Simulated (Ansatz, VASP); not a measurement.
## Li3OF in VASP and in Ansatz

INCAR

```
ALGO = Normal
EDIFF = 1E-7
ENCUT = 520
GGA = PE
ISIF = 2
ISMEAR = 0
LASPH = True
LCHARG = False
LREAL = False
LWAVE = False
NBANDS = 19
NELM = 80
PREC = Accurate
SIGMA = 0.05
```

KPOINTS

```
k-points
0
Gamma
  4 4 4
```

The input POSCAR:

```
Li3OF
1.0
    4.1800000000      0.0000000000      0.0000000000
    0.0000000000      4.1800000000      0.0000000000
    0.0000000000      0.0000000000      4.1800000000
O F Li
1 1 3
Direct
    0.0000000000      0.0000000000      0.0000000000
    0.5000000000      0.5000000000      0.5000000000
    0.5000000000      0.5000000000      0.0000000000
    0.5000000000      0.0000000000      0.5000000000
    0.0000000000      0.5000000000      0.5000000000
```

Input for Ansatz:

```yaml
crystal:
  lattice:
    - [4.18, 0.0, 0.0]
    - [0.0, 4.18, 0.0]
    - [0.0, 0.0, 4.18]
  atoms:
    - { symbol: O, position: [0.0, 0.0, 0.0] }
    - { symbol: F, position: [0.5, 0.5, 0.5] }
    - { symbol: Li, position: [0.5, 0.5, 0.0] }
    - { symbol: Li, position: [0.5, 0.0, 0.5] }
    - { symbol: Li, position: [0.0, 0.5, 0.5] }
basis:
  ecutwfc: 420
kpoints:
  mp_grid: { grid: [4, 4, 4] }
hamiltonian:
  xc: pbe
scf:
  occupations: { method: gaussian, width: 0.05 }
output:
  forces: true
  stress: true
  eigenvalues: true
```

Alike in both runs: task single point; functional PBE; k mesh 4 × 4 × 4; occupations gaussian, width 0.05 eV; no spin polarisation.

|  | VASP | Ansatz |
| --- | --- | --- |
| version | VASP 6.6.1 | Ansatz 0.2.0 |
| potentials or method | VASP PAW PBE potentials, release 64 (O, F, Li_sv), cutoff 520 eV | scalar-relativistic, plane waves, PAW |
| valence electrons in the cell | 22 | 22 |

|  | VASP | Ansatz | Ansatz less VASP |
| --- | --- | --- | --- |
| gap on the k mesh at the Fermi level (eV) | 1.18 | 1.17 | -0.007 |
| least direct gap on the mesh (eV) | 1.39 | 1.38 | -0.008 |

Noted on VASP's run: the cutoff is short for stress, so the pressure is rough.
